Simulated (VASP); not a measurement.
Mg:

```
Mg
1.0
     0.00000    3.17736    3.17736
     3.17736    0.00000    3.17736
     3.17736    3.17736    0.00000
Mg
3
Direct
  0.25000 0.25000 0.25000
  0.75000 0.75000 0.75000
  0.50000 0.50000 0.50000
```

The cell was built from a structure type or drawn by symmetry, and may not be a known phase.

```yaml
Program: VASP 6.6.1
Task: relaxation of cell and atoms
Functional: PBE
Potentials_or_basis: VASP PAW PBE potentials, release 64 (Mg)
Cutoff: 600 eV
k_mesh: 6 × 6 × 6
Occupations: gaussian, width 0.1 eV
Spin: no spin polarisation
```

At the start: pressure 11.7 GPa; volume 21.38 Å³/atom.

Q: How do energy, volume and symmetry change on relaxing?

A: Over 4 steps the energy falls by 195.1 meV/atom and the volume is 28.10 Å³/atom (+31.4 %); space group Fm-3m (No. 225, to 0.1 Å) before and after.

The path:
```tsv
step	energy change (eV)	largest force (eV/Å)	pressure (GPa)	volume (Å³)
1	0.0000	0.0000	11.73	64.15
2	-0.5659	0.0000	1.48	79.82
3	-0.5833	0.0000	-0.41	85.68
4	-0.5853	0.0000	-0.03	84.31
```

Final structure:
```yaml
crystal:
  lattice:
    - [0.00000, 3.48028, 3.48028]
    - [3.48028, 0.00000, 3.48028]
    - [3.48028, 3.48028, 0.00000]
  atoms:
    - { symbol: Mg, position: [0.25000, 0.25000, 0.25000] }
    - { symbol: Mg, position: [0.75000, 0.75000, 0.75000] }
    - { symbol: Mg, position: [0.50000, 0.50000, 0.50000] }
```

Caveat: the volume moved by over 15 % at a fixed basis, so the end points are rough.
